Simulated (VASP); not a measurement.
# HfC (Fm-3m) in VASP: a series of runs, part 2 of 2

VASP 6.6.1.

## Step 3: Density of states, PBEsol+U

POSCAR

```
HfC
1.0
    0.0000000000      2.3250000000      2.3250000000
    2.3250000000      0.0000000000      2.3250000000
    2.3250000000      2.3250000000      0.0000000000
Hf C
1 1
Direct
    0.5000000000      0.5000000000      0.5000000000
    0.0000000000      0.0000000000      0.0000000000
```

INCAR.step1

```
PREC     = Accurate       # precision mode
ENCUT    = 520            # plane-wave cutoff, eV
EDIFF    = 1E-7           # SCF threshold, eV
ISMEAR   = -1             # smearing method
SIGMA    = 0.05           # smearing width, eV
LREAL    = F              # projectors in reciprocal space
LASPH    = T              # aspherical terms in the spheres
NELM     = 150            # most SCF steps
ALGO     = Normal         # electronic algorithm
ISIF     = 2              # what is computed and relaxed
LWAVE    = F              # write WAVECAR
LCHARG   = T              # write CHGCAR
LMAXMIX  = 4              # l up to which the mixer works
LDAU     = T              # DFT+U
LDAUTYPE = 2            
LDAUL    = 2 -1           # shell
LDAUU    = 4 0            # U, eV
LDAUJ    = 0 0          
LDAUPRINT= 1            
GGA      = PS             # functional
NBANDS   = 14             # bands
```

KPOINTS.step1

```
regular mesh
0
Gamma
  10 10 10
```

INCAR.step2

```
PREC     = Accurate       # precision mode
ENCUT    = 520            # plane-wave cutoff, eV
EDIFF    = 1E-7           # SCF threshold, eV
ISMEAR   = -5             # smearing method
SIGMA    = 0.05           # smearing width, eV
LREAL    = F              # projectors in reciprocal space
LASPH    = T              # aspherical terms in the spheres
NELM     = 150            # most SCF steps
ALGO     = Normal         # electronic algorithm
ISIF     = 2              # what is computed and relaxed
LWAVE    = F              # write WAVECAR
LCHARG   = F              # write CHGCAR
LMAXMIX  = 4              # l up to which the mixer works
LDAU     = T              # DFT+U
LDAUTYPE = 2            
LDAUL    = 2 -1           # shell
LDAUU    = 4 0            # U, eV
LDAUJ    = 0 0          
LDAUPRINT= 1            
GGA      = PS             # functional
LORBIT   = 11             # projections on sites
NEDOS    = 2001           # points of the DOS
ICHARG   = 11             # starting density
```

KPOINTS.step2

```
regular mesh
0
Gamma
  15 15 15
```

Potentials or basis: VASP PAW PBE potentials, release 64 (Hf_pv, C).

Run with:

```
> cat potpaw_PBE.64/Hf_pv/POTCAR potpaw_PBE.64/C/POTCAR > POTCAR
> cp INCAR.step1 INCAR
> cp KPOINTS.step1 KPOINTS
> mpirun -np 1 vasp_std > vasp.out
> cp INCAR.step2 INCAR
> cp KPOINTS.step2 KPOINTS
> mpirun -np 1 vasp_std > vasp.out
```

OUTCAR:

```text
PREC = Accurate
   ENCUT = 520
   EDIFF = 1E-7
   ISMEAR = -5
   LREAL = F
   LASPH = T
   NELM = 150
   ISIF = 2
   GGA = PS
   LORBIT = 11
   ICHARG = 11

 ion  position               nearest neighbor table
   1  0.500  0.500  0.500-   2 2.33   2 2.33   2 2.33   2 2.33   2 2.33   2 2.33
   2  0.000  0.000  0.000-   1 2.33   1 2.33   1 2.33   1 2.33   1 2.33   1 2.33

  LATTYP: Found a face centered cubic cell.
 ALAT       =     4.6500000000

  Lattice vectors:

 A1 = (   0.0000000000,   2.3250000000,   2.3250000000)
 A2 = (   2.3250000000,   0.0000000000,   2.3250000000)
 A3 = (   2.3250000000,   2.3250000000,   0.0000000000)

Analysis of symmetry for initial positions (statically):
=====================================================================
 Subroutine PRICEL returns:
 Original cell was already a primitive cell.

 Routine SETGRP: Setting up the symmetry group for a
 face centered cubic supercell.

 Subroutine GETGRP returns: Found 48 space group operations
 (whereof 48 operations were pure point group operations)
 out of a pool of 48 trial point group operations.

The static configuration has the point symmetry O_h .

Analysis of symmetry for dynamics (positions and initial velocities):
=====================================================================
 Subroutine PRICEL returns:
 Original cell was already a primitive cell.

 Routine SETGRP: Setting up the symmetry group for a
 face centered cubic supercell.

 Subroutine GETGRP returns: Found 48 space group operations
 (whereof 48 operations were pure point group operations)
 out of a pool of 48 trial point group operations.

The dynamic configuration has the point symmetry O_h .

 Subroutine INISYM returns: Found 48 space group operations
[... 169 lines left out ...]
  o =  0.2292  v =  0.0000 -0.0000  0.0000  0.0000 -1.0000  0.0000  0.0000  0.0000  0.0000  0.0000      0.0000  0.0000  0.0000  0.0000  0.0000  0.0000  0.0000  0.0000  0.0000  0.0000
  o =  0.2292  v =  0.0000  0.0000 -1.0000  0.0000 -0.0000  0.0000  0.0000  0.0000  0.0000  0.0000      0.0000  0.0000  0.0000  0.0000  0.0000  0.0000  0.0000  0.0000  0.0000  0.0000
  o =  0.2292  v =  0.0000  0.0000  0.0000  0.0000  0.0000  0.0000  0.0000 -1.0000  0.0000 -0.0000      0.0000  0.0000  0.0000  0.0000  0.0000  0.0000  0.0000  0.0000  0.0000  0.0000

 number of electron      14.0000000 magnetization

 Free energy of the ion-electron system (eV)
  ---------------------------------------------------
  ext. energy  EPLUGINS =         0.00000000
  ---------------------------------------------------
  free energy    TOTEN  =       -19.50917163 eV

  energy without entropy =      -19.50917163  energy(sigma->0) =      -19.50917163

 E-fermi :   6.3159     XC(G=0): -12.4204

 val. band max:        6.5119169453   @ k =   0.0667   0.0000   0.0000
 cond. band min:       6.2198115790   @ k =   0.4667   0.4000   0.0000
 fundamental gap:     -0.2921053664
 Fermi energy:         6.3159102836

 k-point     1 :       0.0000    0.0000    0.0000
  band No.  band energies     occupation
      1     -24.0593      2.00000
      2     -24.0593      2.00000
      3     -24.0593      2.00000
      4      -6.2808      2.00000
      5       7.1820     -0.29323
      6       7.1820      0.00000
      7       7.1820      0.00000
      8       8.1570      0.00000
      9       8.1570      0.00000
     10       8.1570      0.00000
     11       9.9197      0.00000
[... 309 lines left out ...]
 k-point    24 :       0.2000    0.1333    0.0000
  band No.  band energies     occupation
      1     -24.2461      2.00000
      2     -24.1159      2.00000
      3     -24.1090      2.00000
      4      -5.3584      2.00000
      5       3.8160      2.00000
      6       5.6714      2.00000
      7       5.8947      2.00000
      8       7.3770      0.00000
      9      10.1426      0.00000
     10      10.4177      0.00000
     11      11.0641      0.00000

 [... further k-points ...]
[... 5 lines left out ...]
  --------------------------------------------------------------------------------------
  -------------------------------------------------------------------------------------
  Total        1.1807421      1.1807421      1.1807421     -0.0000000      0.0000000      0.0000000
  in kB       75.2604433     75.2604433     75.2604433     -0.0000000      0.0000000      0.0000000
  external PRESSURE =      75.2604433 kB  Pullay stress =       0.0000000 kB

 VOLUME and BASIS-vectors are now :
 -----------------------------------------------------------------------------
  energy-cutoff  :      520.00
  volume of cell :       25.14
      direct lattice vectors                 reciprocal lattice vectors
     0.000000000  2.325000000  2.325000000    -0.215053763  0.215053763  0.215053763
     2.325000000  0.000000000  2.325000000     0.215053763 -0.215053763  0.215053763
     2.325000000  2.325000000  0.000000000     0.215053763  0.215053763 -0.215053763

 POSITION                                       TOTAL-FORCE (eV/Angst)
 -----------------------------------------------------------------------------------
      2.32500      2.32500      2.32500         0.000000     -0.000000      0.000000
      0.00000      0.00000      0.00000        -0.000000      0.000000     -0.000000
 -----------------------------------------------------------------------------------
    total drift:                                0.000000     -0.000000      0.000000

  FREE ENERGIE OF THE ION-ELECTRON SYSTEM (eV)
  ---------------------------------------------------
  free  energy   TOTEN  =       -19.5091716308 eV

  energy  without entropy=      -19.5091716308  energy(sigma->0) =      -19.50917163

 total charge

# of ion       s       p       d       tot
------------------------------------------
    1        0.332   6.681   1.514   8.528
    2        0.863   1.542   0.000   2.405
--------------------------------------------------
tot          1.195   8.223   1.514  10.932
```

OUTCAR.step1:

```text
PREC = Accurate
   ENCUT = 520
   EDIFF = 1E-7
   ISMEAR = -1
   LREAL = F
[... 666 lines left out ...]
      2.32500      2.32500      2.32500         0.000000     -0.000000      0.000000
      0.00000      0.00000      0.00000         0.000000      0.000000      0.000000
 -----------------------------------------------------------------------------------
    total drift:                                0.000000     -0.000000      0.000000

  FREE ENERGIE OF THE ION-ELECTRON SYSTEM (eV)
  ---------------------------------------------------
  free  energy   TOTEN  =       -19.5091997702 eV

  energy  without entropy=      -19.5067121701  energy(sigma->0) =      -19.50795597
```

OSZICAR.step1:

```text
N       E                     dE             d eps       ncg     rms          rms(c)
DAV:   1     0.244257469168E+02    0.24426E+02   -0.78512E+03  1332   0.984E+02
DAV:   2    -0.215483443476E+02   -0.45974E+02   -0.43196E+02  1702   0.202E+02
DAV:   3    -0.231249587134E+02   -0.15766E+01   -0.15718E+01  1574   0.271E+01
DAV:   4    -0.231318301228E+02   -0.68714E-02   -0.68709E-02  1514   0.220E+00
DAV:   5    -0.231318737718E+02   -0.43649E-04   -0.43649E-04  1634   0.157E-01    0.592E+01
DAV:   6    -0.195650913736E+02    0.35668E+01   -0.11626E+01  1466   0.188E+01    0.449E+01
DAV:   7    -0.195250415650E+02    0.40050E-01   -0.61179E-01  1712   0.546E+00    0.272E+01
DAV:   8    -0.195200232020E+02    0.50184E-02   -0.12348E-01  1628   0.244E+00    0.717E+00
DAV:   9    -0.195094849309E+02    0.10538E-01   -0.37673E-02  1442   0.105E+00    0.239E+00
DAV:  10    -0.195092006651E+02    0.28427E-03   -0.20893E-03  1738   0.330E-01    0.142E-01
DAV:  11    -0.195092005127E+02    0.15242E-06   -0.13103E-04  1472   0.891E-02    0.318E-02
DAV:  12    -0.195092001124E+02    0.40036E-06   -0.30745E-06  1694   0.165E-02    0.468E-02
DAV:  13    -0.195091997465E+02    0.36583E-06   -0.23799E-07  1436   0.434E-03    0.158E-03
DAV:  14    -0.195091997702E+02   -0.23636E-07   -0.50978E-09  1012   0.615E-04
   1 F= -.19509200E+02 E0= -.19507956E+02  d E =-.248760E-02
```

Wall time 16 s (1 thread of Intel Xeon Platinum 8559C (Emerald Rapids), shared host); peak memory 0.16 GiB.

Results:

* Valence electrons inside the program's atomic spheres: Hf 8.53; C 2.40

Eigenvalues of the final occupation matrices:
```tsv
site	spin	trace	eigenvalues
site 1 d	1	0.78	0.11 0.11 0.11 0.23 0.23
site 1 d	2	0.78	0.11 0.11 0.11 0.23 0.23
```

Caveat: the PAW data sets were made with another functional, which shifts forces and pressure a little; spin-orbit coupling is left out, which moves the levels of the heavy elements; U without spin polarisation on a metal has little footing; the U is typed as a test and isn't derived for this compound; tetrahedron occupations give inexact forces and stress in metals.
